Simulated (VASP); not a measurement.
Input of a VASP 6.6.1 run:

The input INCAR:

```
SYSTEM = Ga3SbN2
PREC = Accurate
ENCUT = 600
EDIFF = 1E-7
ISMEAR = 0
SIGMA = 0.1
LREAL = .False.
LASPH = .True.
NELM = 80
ALGO = Normal
ISIF = 3
LWAVE = .False.
LCHARG = .False.
GGA = PE
IBRION = 2
NSW = 90
EDIFFG = -0.04
```

Contents of KPOINTS:

```
regular mesh
0
Gamma
  6 6 2
  0 0 0
```

The input POSCAR:

```
Ga3SbN2
1.0
    4.1074757600      0.0000000000      0.0000000000
   -2.0537378800      3.5571783500      0.0000000000
    0.0000000000      0.0000000000      8.8507045000
Ga Sb N
3 1 2
Direct
    0.5000000000      0.0000000000      0.5000000000
    0.0000000000      0.5000000000      0.5000000000
    0.5000000000      0.5000000000      0.5000000000
    0.0000000000      0.0000000000      0.0000000000
    0.0000000000      0.0000000000      0.4301445000
    0.0000000000      0.0000000000      0.5698555000
```

Potentials or basis: VASP PAW PBE potentials, release 64 (Ga_d, Sb, N).

Launch:

```bash
$ cat potpaw_PBE.64/Ga_d/POTCAR potpaw_PBE.64/Sb/POTCAR potpaw_PBE.64/N/POTCAR > POTCAR
$ mpirun -np 1 vasp_std > vasp.out
```

Question: Estimate the relaxed volume.

Answer: 25.02 Å³/atom.

Question: What does it give for the band gap on the k mesh?

Answer: Zero (bands 27 and 28 overlap by 2.42 eV).

Question: Predict the space group after relaxing (to 0.1 Å).

Answer: P6/mmm (No. 191).

Stress tensor (GPa, compression positive):
```
 0.19  0.00  0.00
 0.00  0.19  0.00
 0.00  0.00 -0.19
```

Caveat: the standard files for N, O and F lose accuracy on very short bonds; the volume moved by over 15 % at a fixed basis, so the end points are rough; spin-orbit coupling is left out, which moves the levels of the heavy elements.
